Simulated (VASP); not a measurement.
Wanted: the native input for a VASP 6.6.1 run.

* Task: relaxation of cell and atoms
* Functional: PBE
* Potentials or basis: VASP PAW PBE potentials, release 64 (Ga_d, P)
* Cutoff: 600 eV
* k mesh: 6 × 6 × 6
* Occupations: gaussian, width 0.01 eV
* Spin: no spin polarisation
* Target pressure: 10 GPa
* Dipole correction: no
* Further INCAR settings: ALGO = Normal; EDIFF = 1e-06; IBRION = 2; EDIFFG = -0.01; NSW = 80; ISIF = 3

The structure of GaP lies in POSCAR:

```
GaP
1.0
    0.0000000000      2.7252500000      2.7252500000
    2.7252500000      0.0000000000      2.7252500000
    2.7252500000      2.7252500000      0.0000000000
Ga P
1 1
Direct
    0.0000000000      0.0000000000      0.0000000000
    0.2500000000      0.2500000000      0.2500000000
```

The input as run:

INCAR

```
ALGO = Normal
EDIFF = 1E-6
EDIFFG = -0.01
ENCUT = 600
GGA = PE
IBRION = 2
ISIF = 3
ISMEAR = 0
LASPH = T
LCHARG = F
LREAL = F
LWAVE = F
NELM = 60
NSW = 80
PREC = Accurate
PSTRESS = 100.0
SIGMA = 0.01
```

KPOINTS

```
k-points
0
Gamma
  6 6 6
```

Potentials or basis: VASP PAW PBE potentials, release 64 (Ga_d, P).

Run with:

```sh
$ cat potpaw_PBE.64/Ga_d/POTCAR potpaw_PBE.64/P/POTCAR > POTCAR
$ mpirun -np 1 vasp_std > vasp.out
```

It gave:

The relaxed volume is 18.81 Å³/atom. The relaxed cell is a = 3.761 Å, b = 3.761 Å, c = 3.761 Å, α = 60.00°, β = 60.00°, γ = 60.00°. The space group after relaxing (to 0.05 Å) is F-43m (No. 216) and the energy change on relaxing (the enthalpy is what falls) is +53.6 meV/atom. The ionic steps are 6. The pressure after relaxing is 10.1 GPa and the band gap on the k mesh is 1.49 eV, indirect (least direct gap 2.44 eV).

Caveat: the cell is relaxed towards a set pressure, so the enthalpy falls and the energy may rise.

It took 56 s on 1 thread of Intel(R) Xeon(R) Platinum 8375C CPU @ 2.90GHz (Ice Lake) (shared host), peak memory 0.19 GiB.
